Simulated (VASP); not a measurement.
# Sn (I4_1/amd) in VASP: electric field gradients with r2SCAN

Aim: the electric field gradients of Sn with r2SCAN.

All numbers are computed with VASP 6.6.1; they aren't measurements. Logs are shortened: lines on timing, memory, paths and dates and some standing lists are left out, and cuts for length are marked.

## 1. The cell of the first run

The structure is tetragonal, space group I4_1/amd (No. 141). The conventional cell has a = 5.958 Å, b = 5.958 Å, c = 3.241 Å, α = 90.00°, β = 90.00°, γ = 90.00°. Within 4.1 Å of Sn (site symmetry -4m2) lie 10 Sn at 3.09 to 3.84 Å.

## 2. Electric field gradients, r2SCAN (volume scaled by 1.04)

File POSCAR:

```
Sn
1.0
   -2.9788309508      2.9788309508      1.6203478496
    2.9788309508     -2.9788309508      1.6203478496
    2.9788309508      2.9788309508     -1.6203478496
Sn
2
Direct
    0.7500000000      0.2500000000      0.5000000000
    0.0000000000      0.0000000000      0.0000000000
```

File INCAR.step1:

```
PREC = Accurate ; ENCUT = 520
ISMEAR = -1 ; SIGMA = 0.05
LREAL = False ; LASPH = True
NELM = 100 ; NBANDS = 21
GGA = PE ; ALGO = Normal
EDIFF = 1E-4 ; LWAVE = True
LCHARG = False
```

File INCAR.step2:

```
PREC = Accurate ; ENCUT = 520
EDIFF = 1E-8 ; ISMEAR = -1
SIGMA = 0.05 ; LREAL = False
LASPH = True ; NELM = 100
ALGO = Normal ; ISIF = 2
LWAVE = False ; LCHARG = False
METAGGA = R2SCAN ; LMIXTAU = True
LEFG = True ; NBANDS = 21
ISTART = 1
```

File KPOINTS:

```
regular mesh
0
Gamma
  12 12 12
```

Potentials or basis: VASP PAW PBE potentials, release 64 (Sn_d).

The run is started by

```console
$ cat potpaw_PBE.64/Sn_d/POTCAR > POTCAR
$ cp INCAR.step1 INCAR
$ mpirun -np 1 vasp_std > vasp.out
$ cp INCAR.step2 INCAR
$ mpirun -np 1 vasp_std > vasp.out
```

OUTCAR:

```text
PREC = Accurate
   ENCUT = 520
   EDIFF = 1E-8
   ISMEAR = -1
   LREAL = False
   LASPH = True
   NELM = 100
   ISIF = 2
   METAGGA = R2SCAN
   ISTART = 1

 ion  position               nearest neighbor table
   1  0.750  0.250  0.500-   2 3.09   2 3.09   2 3.09   2 3.09
   2  0.000  0.000  0.000-   1 3.09   1 3.09   1 3.09   1 3.09

  LATTYP: Found a body centered tetragonal cell.
 ALAT       =     5.9576619016
 C/A-ratio  =     0.5439542815

  Lattice vectors:

 A1 = (  -2.9788309508,   2.9788309508,   1.6203478496)
 A2 = (   2.9788309508,  -2.9788309508,   1.6203478496)
 A3 = (   2.9788309508,   2.9788309508,  -1.6203478496)

Analysis of symmetry for initial positions (statically):
=====================================================================
 Subroutine PRICEL returns:
 Original cell was already a primitive cell.

 Routine SETGRP: Setting up the symmetry group for a
 body centered tetragonal supercell.

 Subroutine GETGRP returns: Found 16 space group operations
 (whereof  8 operations were pure point group operations)
 out of a pool of 16 trial point group operations.

The static configuration has the point symmetry D_2d.
 The point group associated with its full space group is D_4h.

Analysis of symmetry for dynamics (positions and initial velocities):
=====================================================================
 Subroutine PRICEL returns:
 Original cell was already a primitive cell.

 Routine SETGRP: Setting up the symmetry group for a
 body centered tetragonal supercell.

 Subroutine GETGRP returns: Found 16 space group operations
 (whereof  8 operations were pure point group operations)
 out of a pool of 16 trial point group operations.

The dynamic configuration has the point symmetry D_2d.
 The point group associated with its full space group is D_4h.

 Subroutine INISYM returns: Found 16 space group operations
 (whereof  8 operations are pure point group operations),
 and found     1 'primitive' translations

----------------------------------------------------------------------------------------

                                     Primitive cell

  volume of cell :      57.5122

  direct lattice vectors                    reciprocal lattice vectors
    -2.978830951  2.978830951  1.620347850     0.000000000  0.167851083  0.308575717
     2.978830951 -2.978830951  1.620347850     0.167851083  0.000000000  0.308575717
     2.978830951  2.978830951 -1.620347850     0.167851083  0.167851083  0.000000000

  length of vectors
     4.513578937  4.513578937  4.513578937     0.351273340  0.351273340  0.237377277

  position of ions in fractional coordinates (direct lattice)
     0.750000000  0.250000000  0.500000000
     0.000000000  0.000000000  0.000000000

  ion indices of the primitive-cell ions
   primitive index   ion index
                 1           1
                 2           2

----------------------------------------------------------------------------------------

 KPOINTS: regular mesh

Automatic generation of k-mesh.
 Grid dimensions read from file:
 generate k-points for:   12   12   12

 Generating k-lattice:

  Cartesian coordinates                     Fractional coordinates (reciprocal lattice)
     0.000000000  0.013987590  0.025714643     0.083333333  0.000000000 -0.000000000
     0.013987590  0.000000000  0.025714643     0.000000000  0.083333333 -0.000000000
     0.013987590  0.013987590  0.000000000     0.000000000  0.000000000  0.083333333

  Length of vectors
     0.029272778  0.029272778  0.019781440

  Shift w.r.t. Gamma in fractional coordinates (k-lattice)
     0.000000000  0.000000000  0.000000000

 Subroutine IBZKPT returns following result:
 ===========================================

 Found    163 irreducible k-points:

 Following reciprocal coordinates:
            Coordinates               Weight
  0.000000  0.000000  0.000000      1.000000
  0.083333  0.000000 -0.000000      8.000000
  0.166667  0.000000 -0.000000      8.000000
  0.250000  0.000000 -0.000000      8.000000
  0.333333  0.000000 -0.000000      8.000000
  0.416667  0.000000 -0.000000      8.000000
[... 16 lines left out ...]
  0.500000  0.166667 -0.000000     16.000000
 -0.416667  0.166667  0.000000     16.000000
 [... further k-points ...]
   k-points           NKPTS =    163   k-points in BZ     NKDIM =    163   number of bands    NBANDS=     21
   number of dos      NEDOS =    301   number of ions     NIONS =      2
   total plane-waves  NPLWV =  46656
   dimension x,y,z NGX =    36 NGY =   36 NGZ =   36
   dimension x,y,z NGXF=    72 NGYF=   72 NGZF=   72
   ions per type =               2
   NGX,Y,Z   is equivalent  to a cutoff of  13.26, 13.26, 13.26 a.u.
   NGXF,Y,Z  is equivalent  to a cutoff of  26.52, 26.52, 26.52 a.u.
 SYSTEM =  unknown system
   PREC   = accura    normal or accurate (medium, high low for compatibility)
   ISTART =      1    job   : 0-new  1-cont  2-samecut
   ICHARG =      0    charge: 1-file 2-atom 10-const
   ISPIN  =      1    spin polarized calculation?
   LNONCOLLINEAR =      F non collinear calculations
   LSORBIT =      F    spin-orbit coupling
   LASPH  =      T    aspherical Exc in radial PAW
   ENCUT  =  520.0 eV  38.22 Ry    6.18 a.u.   8.39  8.39  8.39*2*pi/ulx,y,z
   NELM   =    100;   NELMIN=  2; NELMDL=  0     # of ELM steps
   EDIFF  = 0.1E-07   stopping-criterion for ELM
   LREAL  =      F    real-space projection
   EDIFFG = 0.1E-06   stopping-criterion for IOM
   NSW    =      0    number of steps for IOM
   IBRION =     -1    ionic relax: 0-MD 1-quasi-New 2-CG
   NFREE  =      0    steps in history (QN), initial steepest desc. (CG)
   ISIF   =      2    stress and relaxation
   ISYM   =      2    0-nonsym 1-usesym 2-fastsym
   POTIM  = 0.5000    time-step for ionic-motion
   TEBEG  =    0.0;   TEEND  =   0.0 temperature during run
   PSTRESS=    0.0 pullay stress
   NELECT =      28.0000    total number of electrons
   NUPDOWN=      -1.0000    fix difference up-down
   EMIN   =  10.00;   EMAX   =-10.00  energy-range for DOS
   EFERMI =   0.00;   METHOD = LEGACY
   ISMEAR =    -1;   SIGMA  =   0.05  broadening in eV -4-tet -1-fermi 0-gaus
   EFERMI_NEDOS =   21; number of points for ismear=-14 and -15
   IALGO  =     38    algorithm
   IMIX   =      4    mixing-type and parameters
     AMIX     =   0.40;   BMIX     =  1.00
     AMIX_MAG =   1.60;   BMIX_MAG =  1.00
  volume/ion in A,a.u.               =      28.76       194.06
  Fermi-wavevector in a.u.,A,eV,Ry     =   1.287876  2.433734 22.566972  1.658626
  Thomas-Fermi vector in A             =   2.419864
   LORBIT       =      0    0 simple, 1 ext, 2 COOP (PROOUT), +10 PAW based schemes
   METAGGA = R2SCAN    functional components
   LHFCALC =     F    Hartree Fock is set to
   AEXX    =    0.0000 exact exchange contribution
   IVDW    =     0    specifies the selected vdW correction
   LEPSILON=     F    determine dielectric tensor
   LRPA    =     F    only Hartree local field effects (RPA)
 non-spin polarized calculation
  energy-cutoff  :      520.00
  volume of cell :       57.51
 maximum number of plane-waves:      1572
 NGX is ok and might be reduce to    36
   NGX = 17   NGY = 17   NGZ = 17

 number of electron      27.9999995 magnetization

 Free energy of the ion-electron system (eV)
  ---------------------------------------------------
  ext. energy  EPLUGINS =         0.00000000
  ---------------------------------------------------
  free energy    TOTEN  =       -49.23527065 eV

  energy without entropy =      -49.22790284  energy(sigma->0) =      -49.23158675

 E-fermi :   7.2081     XC(G=0): -10.8257

 val. band max:        7.1991621990   @ k =   0.4167   0.4167  -0.0000
 cond. band min:       7.2088415470   @ k =  -0.2500   0.2500   0.2500
 fundamental gap:      0.0096793480
 Fermi energy:         7.2080725682

 k-point     1 :       0.0000    0.0000    0.0000
  band No.  band energies     occupation
      1     -15.0645      2.00000
      2     -14.9915      2.00000
      3     -14.9421      2.00000
      4     -14.9413      2.00000
      5     -14.8010      2.00000
      6     -14.8010      2.00000
[... 13 lines left out ...]
     20      17.2394      0.00000
     21      17.9086      0.00000
[... 529 lines left out ...]
 k-point    24 :      -0.4167    0.1667    0.0000
  band No.  band energies     occupation
      1     -14.9993      2.00000
      2     -14.9226      2.00000
      3     -14.9092      2.00000
      4     -14.8814      2.00000
      5     -14.8467      2.00000
      6     -14.8221      2.00000
[... 13 lines left out ...]
     20      15.7461      0.00000
     21      16.3489      0.00000

 [... further k-points ...]

------------------------ aborting loop because EDIFF is reached ----------------------------------------

  FORCE on cell =-STRESS in cart. coord.  units (eV):
  Direction    XX          YY          ZZ          XY          YZ          ZX
  --------------------------------------------------------------------------------------
  -------------------------------------------------------------------------------------
  Total       -0.7744078     -0.7744078     -0.7039690      0.0000000      0.0000000      0.0000000
  in kB      -21.5734873    -21.5734873    -19.6112006      0.0000000      0.0000000      0.0000000
  external PRESSURE =     -20.9193917 kB  Pullay stress =       0.0000000 kB

 VOLUME and BASIS-vectors are now :
 -----------------------------------------------------------------------------
  energy-cutoff  :      520.00
  volume of cell :       57.51
      direct lattice vectors                 reciprocal lattice vectors
    -2.978830951  2.978830951  1.620347850     0.000000000  0.167851083  0.308575717
     2.978830951 -2.978830951  1.620347850     0.167851083  0.000000000  0.308575717
     2.978830951  2.978830951 -1.620347850     0.167851083  0.167851083  0.000000000

 POSITION                                       TOTAL-FORCE (eV/Angst)
 -----------------------------------------------------------------------------------
     -0.00000      2.97883      0.81017        -0.000000      0.000000      0.000000
      0.00000      0.00000      0.00000         0.000000     -0.000000     -0.000000
 -----------------------------------------------------------------------------------
    total drift:                               -0.000000      0.000000     -0.000000

  FREE ENERGIE OF THE ION-ELECTRON SYSTEM (eV)
  ---------------------------------------------------
  free  energy   TOTEN  =       -49.2352706470 eV

  energy  without entropy=      -49.2279028432  energy(sigma->0) =      -49.23158675

 Electric field gradients (V/A^2)
---------------------------------------------------------------------
 ion       V_xx      V_yy      V_zz      V_xy      V_xz      V_yz
---------------------------------------------------------------------
   1     -19.625   -19.625    39.250     0.002     0.002     0.002
   2     -19.625   -19.625    39.250     0.002     0.002     0.002
---------------------------------------------------------------------

 Electric field gradients after diagonalization (V/A^2)
 (convention: |V_zz| > |V_xx| > |V_yy|)
----------------------------------------------------------------------
 ion       V_xx      V_yy      V_zz     asymmetry (V_yy - V_xx)/ V_zz
----------------------------------------------------------------------
   1     -19.627   -19.623    39.250       0.000
   2     -19.627   -19.623    39.250       0.000
----------------------------------------------------------------------

           NMR quadrupolar parameters

 Cq : quadrupolar parameter    Cq=e*Q*V_zz/h
 eta: asymmetry parameters     (V_yy - V_xx)/ V_zz
 Q  : nuclear electric quadrupole moment in mb (millibarn)
----------------------------------------------------------------------
 ion       Cq(MHz)       eta       Q (mb)
----------------------------------------------------------------------
   1       0.095       0.000       1.000
   2       0.095       0.000       1.000
----------------------------------------------------------------------
```

It took 33 min on 1 thread of AMD EPYC 7R13, shared host; peak memory 0.29 GiB.

What came out:

| Quantity | Value |
| --- | --- |
| Free energy | -49.2353 eV |
| Pressure | -2.1 GPa |
| Band gap on the k mesh | zero (band 14 reaches 8.55 eV, above the bottom of band 15 at 4.49 eV) |

Levels at points of the mesh, in eV from the Fermi level:
```tsv
k point	band 12	band 13	band 14	band 15	band 16	band 17
(0.00, 0.00, 0.00)	-3.84	-2.00	-2.00	3.44	6.24	6.24
(0.50, 0.00, 0.00)	-5.43	-2.36	-1.74	-1.16	2.58	2.88
(0.50, 0.50, 0.00)	-8.99	0.56	0.56	1.68	1.68	6.18
(0.50, 0.50, 0.50)	-7.73	-4.70	-4.70	5.18	5.18	9.34
```

Electric field gradients, principal values (V/Å²):
```
atom    least   middle  greatest (by size)
1 Sn  -19.623  -19.627              39.250
2 Sn  -19.623  -19.627              39.250
```

Caveat: without QUAD_EFG the Cq values of the log hold for a quadrupole moment of 1 mb, not for the nuclei; the PAW data sets were made with another functional, which shifts forces and pressure a little; spin-orbit coupling is left out, which moves the levels of the heavy elements.
